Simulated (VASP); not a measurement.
Zr3S2: single point with r2SCAN

Crystal: Zr3S2.

```
Zr S
1.0
     2.90254    1.67578    3.48777
    -2.90254    1.67578    3.48777
     0.00000   -3.35156    3.48777
Zr S
3 2
Direct
  0.83873 0.50000 0.16127
  0.50000 0.16127 0.83873
  0.16127 0.83873 0.50000
  0.66502 0.66502 0.66502
  0.33498 0.33498 0.33498
```

```json
{
 "Program": "VASP 6.6.1",
 "Task": "single point",
 "Functional": "r2SCAN",
 "Potentials or basis": "VASP PAW PBE potentials, release 64 (Zr_sv, S)",
 "Cutoff": "520 eV",
 "k mesh": "6 × 6 × 6",
 "Occupations": "fermi-dirac, width 0.05 eV",
 "Spin": "no spin polarisation",
 "Dipole correction": "no",
 "Further INCAR settings": "ALGO = Normal; EDIFF = 1e-06; NBANDS = 32"
}
```

| Quantity | Value |
| --- | --- |
| Pressure | -0.8 GPa |
| Largest force | 0.078 eV/Å |
| Band gap on the k mesh | zero (band 24 reaches 9.07 eV, above the bottom of band 25 at 8.82 eV) |

Forces on the atoms (eV/Å):
```
Zr  -0.039 -0.067  0.000
Zr  -0.039  0.067  0.000
Zr   0.078  0.000  0.000
S    0.000  0.000 -0.051
S    0.000  0.000  0.051
```

Stress tensor (GPa, compression positive):
```
-1.09  0.00  0.00
 0.00 -1.09  0.00
 0.00  0.00 -0.22
```

Levels at points of the mesh, in eV from the Fermi level:
| k point | band 21 | band 22 | band 23 | band 24 | band 25 | band 26 | band 27 | band 28 |
| --- | --- | --- | --- | --- | --- | --- | --- | --- |
| (0.00, 0.00, 0.00) | -2.78 | -1.83 | 0.06 | 0.06 | 0.81 | 0.81 | 2.11 | 3.01 |
| (0.50, 0.00, 0.00) | -1.31 | -1.19 | -0.89 | -0.69 | -0.11 | 1.18 | 1.95 | 1.98 |
| (0.50, 0.50, 0.00) | -1.95 | -1.24 | -0.89 | -0.33 | -0.01 | 1.08 | 2.08 | 2.18 |
| (0.50, 0.50, 0.50) | -0.85 | -0.44 | -0.17 | -0.17 | 0.43 | 0.43 | 1.24 | 1.24 |

Run time: 2.4 min on 1 thread of Intel(R) Xeon(R) 6975P-C (Granite Rapids) (shared host), peak memory 0.26 GiB.

Caveat: the PAW data sets were made with another functional, which shifts forces and pressure a little.
